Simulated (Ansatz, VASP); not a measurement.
**One calculation of LiNb3P, two programs**

```
CELL_PARAMETERS angstrom
3.74141 0.00000 0.00000
0.00000 3.74141 0.00000
0.00000 0.00000 6.83582
ATOMIC_POSITIONS crystal
Li 0.00000 0.00000 0.00000
Nb 0.50000 0.50000 0.00000
Nb 0.50000 0.50000 0.31566
Nb 0.50000 0.50000 0.68434
P 0.00000 0.00000 0.50000
```

Alike in both runs: task relaxation of cell and atoms; functional PBE; k mesh 4 × 4 × 4; occupations gaussian, width 0.1 eV; no spin polarisation.

|  | VASP | Ansatz |
| --- | --- | --- |
| version | VASP 6.6.1 | Ansatz 0.2.0 |
| potentials or method | VASP PAW PBE potentials, release 64 (Li_sv, Nb_sv, P), cutoff 600 eV | scalar-relativistic, plane waves, PAW |
| valence electrons in the cell | 47 | 47 |

```tsv
	VASP	Ansatz	Ansatz less VASP
gap on the k mesh at the Fermi level, each at its own relaxed structure (eV)	none	none	-
relaxed volume (Å³/atom)	17.20	17.20	-0.001
relaxed length of the cell vector where the two differ most in proportion (Å)	7.490	7.493	+0.0033
```

A gap of «none» marks a metal or a gap that the smearing closes.

The k mesh is coarse, so the values compare programs but aren't converged. Noted on VASP's run: the cutoff is under 1.25 times that of the potentials, so the pressure is a little rough.
